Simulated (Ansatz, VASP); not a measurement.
**Sb: VASP beside Ansatz**

```
Sb
1.0
     3.35453    0.00000    0.00000
    -1.67727    2.90511    0.00000
     0.00000    0.00000    5.47016
Sb
2
Cartesian
  1.7140 0.9717 4.1111
  -0.0346 1.9248 1.3982
```

Change from the starting cell: atoms moved at random, drawn with an rms of 0.05 Å.

Alike in both runs: task single point; functional PBEsol; k mesh 9 × 9 × 5; occupations fermi-dirac, width 0.05 eV; no spin polarisation.

|  | VASP | Ansatz |
| --- | --- | --- |
| version | VASP 6.6.1 | Ansatz 0.2.0 |
| potentials or method | VASP PAW PBE potentials, release 64 (Sb), cutoff 520 eV | all-electron LAPW, scalar-relativistic |

|  | VASP | Ansatz | Ansatz less VASP |
| --- | --- | --- | --- |
| gap on the k mesh at the Fermi level (eV) | none | none | - |
| pressure (GPa) | -1.6 | -1.5 | +0.04 |
| traceless stress, the component that is largest in VASP (GPa) | -0.23 | -0.23 | -0.006 |
| rms of the force components (eV/Å) | 0.024 | 0.024 | +0.0004 |

VASP's potentials were made for PBE, not for PBEsol. Atom by atom the forces differ by 0.000 eV/Å (rms over components). A gap of «none» marks a metal or a gap that the smearing closes. Ansatz ran all-electron here, and VASP with PAW potentials.

Neither program's run includes spin-orbit coupling.
